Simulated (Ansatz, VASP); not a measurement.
Ir in VASP and in Ansatz

```
Ir
1.0
     4.30811    0.00000    0.00000
    -2.15405    3.73093    0.00000
     0.00000    0.00000    2.64087
Ir
3
Direct
  0.00000 0.00000 0.00000
  0.33333 0.66667 0.50000
  0.66667 0.33333 0.50000
```

Alike in both runs: task relaxation of cell and atoms; functional BLYP; k mesh 9 × 9 × 12; occupations fermi-dirac, width 0.1 eV; no spin polarisation.

|  | VASP | Ansatz |
| --- | --- | --- |
| version | VASP 6.6.1 | Ansatz 0.2.0 |
| potentials or method | VASP PAW PBE potentials, release 64 (Ir), cutoff 600 eV | plane waves (420 eV) with PAW, scalar-relativistic |
| valence electrons in the cell | 27 | 51 |

|  | VASP | Ansatz | Ansatz less VASP |
| --- | --- | --- | --- |
| relaxed volume (Å³/atom) | 15.88 | 15.76 | -0.120 |
| relaxed length of the cell vector where the two differ most in proportion (Å) | 4.464 | 4.452 | -0.0119 |

VASP's potentials were made for PBE, not for BLYP. VASP's potentials hold 27 valence electrons a cell and Ansatz's 51, so a difference there can come from the potentials and not from the codes.

Neither program's run includes spin-orbit coupling.
